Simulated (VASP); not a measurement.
Here is a VASP 6.6.1 calculation.

File INCAR:

```
PREC = Accurate
ENCUT = 520
EDIFF = 1E-7
ISMEAR = 0
SIGMA = 0.1
LREAL = F
LASPH = T
NELM = 60
ALGO = Normal
ISIF = 2
LWAVE = F
LCHARG = F
LDIPOL = T
IDIPOL = 3
DIPOL = 0.5 0.5 0.490
GGA = PS
NBANDS = 32
```

File KPOINTS:

```
Automatic mesh
0
Gamma
  10 10 1
```

File POSCAR:

```
Ag4B
1.0
    2.8669036820      0.0000000000      0.0000000000
    0.0000000000      2.8669036820      0.0000000000
    0.0000000000      0.0000000000     25.0816211037
Ag B
4 1
Direct
    0.5000000000      0.5000000000      0.3388935654
    0.0000000000      0.0000000000      0.4197179677
    0.5000000000      0.5000000000      0.5005866369
    0.0000000000      0.0000000000      0.5873939471
    0.5000000000      0.5000000000      0.6048648052
```

Potentials or basis: VASP PAW PBE potentials, release 64 (Ag, B).

Launch:

```console
$ cat potpaw_PBE.64/Ag/POTCAR potpaw_PBE.64/B/POTCAR > POTCAR
$ mpirun -np 1 vasp_std > vasp.out
```

Question: Predict the largest force.

Answer: 0.163 eV/Å.

Question: What does it give for the band gap on the k mesh?

Answer: Zero (an odd number of electrons rules out a gap without spin polarisation).

Forces on the atoms (eV/Å):
```
Ag   0.000  0.000  0.163
Ag   0.000  0.000 -0.158
Ag   0.000  0.000  0.012
Ag   0.000  0.000 -0.027
B    0.000  0.000  0.011
```

Caveat: the PAW data sets were made with another functional, which shifts forces and pressure a little.
